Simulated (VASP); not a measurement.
**SiSe: single point with PBEsol-based screened hybrid with 25 % exact exchange**

SiSe:

```
Si Se
1.0
     3.59520    0.00000    0.00000
    -1.79760    3.11353    0.00000
     0.00000    0.00000    3.59873
Si Se
1 1
Direct
  0.66667 0.33333 0.50000
  0.00000 0.00000 0.00000
```

```yaml
Program: VASP 6.6.1
Task: single point
Functional: PBEsol-based screened hybrid with 25 % exact exchange
Potentials_or_basis: VASP PAW PBE potentials, release 64 (Si, Se)
Cutoff: 520 eV
k_mesh: 5 × 5 × 4
Occupations: fermi-dirac, width 0.05 eV
Spin: no spin polarisation
```

```yaml
Pressure: -4.5 GPa
Band_gap_on_the_k_mesh: zero (bands 5 and 6 overlap by 3.31 eV)
```

Stress tensor (GPa, compression positive):
```
-3.96  0.00  0.00
 0.00 -3.96  0.00
 0.00  0.00 -5.59
```

Levels at points of the mesh, in eV from the Fermi level:
| k point | band 1 | band 2 | band 3 | band 4 | band 5 | band 6 | band 7 | band 8 | band 9 | band 10 |
| --- | --- | --- | --- | --- | --- | --- | --- | --- | --- | --- |
| (0.00, 0.00, 0.00) | -17.29 | -5.48 | -4.49 | -2.45 | -2.45 | 3.16 | 3.16 | 3.69 | 7.40 | 8.32 |
| (0.00, 0.00, 0.50) | -15.96 | -11.43 | -1.28 | -1.28 | 1.71 | 2.16 | 2.97 | 2.98 | 7.81 | 7.81 |

Wall time 14 min on 1 thread of Intel(R) Xeon(R) Platinum 8259CL CPU @ 2.50GHz (Skylake/Cascade Lake), on a shared host, peak memory 0.28 GiB.

Caveat: the k points lie up to 0.44 Å⁻¹ apart, too coarse for converged energies and pressures of a metal; the PAW data sets were made with another functional, which shifts forces and pressure a little.
